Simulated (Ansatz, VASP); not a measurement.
CoO: VASP beside Ansatz

The input INCAR:

```
ALGO = Normal
EDIFF = 1E-6
EDIFFG = -0.01
ENCUT = 600
GGA = PE
IBRION = 2
ISIF = 3
ISMEAR = 0
LASPH = T
LCHARG = F
LDAU = T
LDAUJ = 0 0
LDAUL = 2 -1
LDAUPRINT = 1
LDAUTYPE = 2
LDAUU = 3.32 0
LMAXMIX = 4
LREAL = F
LWAVE = F
NELM = 150
NSW = 80
PREC = Accurate
SIGMA = 0.02
```

Contents of KPOINTS:

```
k-points
0
Gamma
  14 14 14
```

Contents of POSCAR:

```
CoO
1.0
    0.0000000000      2.3192549574      2.3192549574
    2.3192549574      0.0000000000      2.3192549574
    2.3192549574      2.3192549574      0.0000000000
Co O
1 1
Direct
    0.0000000000      0.0000000000      0.0000000000
    0.2500000000      0.2500000000      0.2500000000
```

Input for Ansatz:

```yaml
crystal:
  lattice:
    - [0.0, 2.3192549574, 2.3192549574]
    - [2.3192549574, 0.0, 2.3192549574]
    - [2.3192549574, 2.3192549574, 0.0]
  atoms:
    - { symbol: Co, position: [0.0, 0.0, 0.0] }
    - { symbol: O, position: [0.25, 0.25, 0.25] }
basis:
  ecutwfc: 420
kpoints:
  mp_grid: { grid: [14, 14, 14] }
hamiltonian:
  xc: pbe
  hubbard: { sites: [{ species: Co, l: d, u_eff: 3.32 }] }
scf:
  occupations: { method: gaussian, width: 0.02 }
output:
  forces: true
  stress: true
  eigenvalues: true
relax:
  adjacent_minimum: "off"
  f_tol: 0.01
  max_steps: 60
  cell: { stress_tol: 0.05 }
```

Alike in both runs: task relaxation of cell and atoms; functional PBE; k mesh 14 × 14 × 14; occupations gaussian, width 0.02 eV; no spin polarisation; Hubbard terms Co d U = 3.32 eV.

```csv
,VASP,Ansatz
version,VASP 6.6.1,Ansatz 0.2.0
potentials or method,"VASP PAW PBE potentials, release 64 (Co, O), cutoff 600 eV","scalar-relativistic, plane waves, PAW"
valence electrons in the cell,15,23
```

```tsv
	VASP	Ansatz	Ansatz less VASP
gap on the k mesh at the Fermi level, each at its own relaxed structure (eV)	none	none	-
relaxed volume (Å³/atom)	10.19	10.42	+0.236
relaxed cell length with the largest relative difference (Å)	3.066	3.089	+0.0235
```

The programs project onto different local orbitals, so the same U acts differently, and such runs can settle in different states. A gap of «none» marks a metal or a gap that the smearing closes. VASP's potentials hold 15 valence electrons a cell and Ansatz's 23, so a difference there can come from the potentials and not from the codes. Ansatz's warnings: filled band counts differ across k points.

Noted on VASP's run: the volume moved by over 15 % at a fixed basis, so the end points are rough.
